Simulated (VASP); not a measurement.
A run of VASP 6.6.1:

File INCAR:

```
SYSTEM = Rh
PREC = Accurate
ENCUT = 500
EDIFF = 1E-6
ISMEAR = -1
SIGMA = 0.1
LREAL = .FALSE.
LASPH = .TRUE.
NELM = 200
ALGO = Normal
ISIF = 2
LWAVE = .FALSE.
LCHARG = .FALSE.
ISPIN = 2
MAGMOM = 0.56
LORBIT = 11
LMAXMIX = 4
GGA = PE
NBANDS = 18
GGA_COMPAT = .FALSE.
```

File KPOINTS:

```
Automatic mesh
0
G
  8 8 8
  0 0 0
```

POSCAR

```
Rh
1.0
   -1.5830000000      1.5830000000      1.5830000000
    1.5830000000     -1.5830000000      1.5830000000
    1.5830000000      1.5830000000     -1.5830000000
Rh
1
Direct
    0.0000000000      0.0000000000      0.0000000000
```

Potentials or basis: VASP PAW PBE potentials, release 64 (Rh_pv).

Launch:

```sh
$ cat potpaw_PBE.64/Rh_pv/POTCAR > POTCAR
$ mpirun -np 1 vasp_std > vasp.out
```

Hardware: 1 thread of Intel Xeon 8259CL (shared host).

Question: Estimate the wall time of this run.

Answer: Run time: 32 s on 1 thread of Intel Xeon 8259CL, on a shared host, peak memory 0.14 GiB. Counts: scf iterations 15, k points 29.
